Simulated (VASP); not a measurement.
## Sn: single point with PBE+D3(BJ)

The system is Sn.

```xyz
1
Lattice="-1.6141 1.6142 2.1675 1.6141 -1.6142 2.1675 1.6141 1.6142 -2.1675" Properties=species:S:1:pos:R:3 pbc="T T T"
Sn    0.0000    0.0000    0.0000
```

This cell differs from its parent crystal: strain -0.080 along x and y, +0.000 along z.

* Program: VASP 6.6.1
* Task: single point
* Functional: PBE
* Dispersion: D3(BJ)
* Potentials or basis: VASP PAW PBE potentials, release 64 (Sn_d)
* Cutoff: 520 eV
* k mesh: 24 × 24 × 24
* Occupations: gaussian, width 0.15 eV
* Spin: no spin polarisation
* Dipole correction: no
* Further INCAR settings: ALGO = Fast; EDIFF = 1e-07; NBANDS = 13

```yaml
Pressure: 13.2 GPa
Band_gap_on_the_k_mesh: zero (band 7 reaches 19.83 eV, above the bottom of band 8 at 8.09 eV)
Dispersion_energy_per_atom: -0.465 eV
```

Stress tensor (GPa, compression positive):
```
13.38  0.00  0.00
 0.00 13.37  0.00
 0.00  0.00 12.96
```

Levels at points of the mesh, in eV from the Fermi level:
```csv
k point,band 5,band 6,band 7,band 8,band 9,band 10
"(0.00, 0.00, 0.00)",-21.61,-12.69,9.17,9.32,9.33,10.71
"(0.50, 0.00, 0.00)",-21.49,-7.17,-5.76,6.36,7.27,10.25
"(0.00, 0.50, 0.00)",-21.49,-7.17,-5.76,6.35,7.27,10.25
"(0.50, 0.50, 0.00)",-21.45,-5.05,-4.73,2.32,2.67,6.29
"(0.50, 0.50, 0.50)",-21.47,-4.15,-4.07,1.70,1.70,5.41
```

Run time: 3.9 min on 1 thread of Intel(R) Xeon(R) Platinum 8488C (Sapphire Rapids), on a shared host, peak memory 0.61 GiB.

Caveat: the cell differs from its parent crystal (strain -0.080 along x and y, +0.000 along z); spin-orbit coupling is left out, which moves the levels of the heavy elements; pairwise dispersion overbinds metals, which lowers pressure and volume.
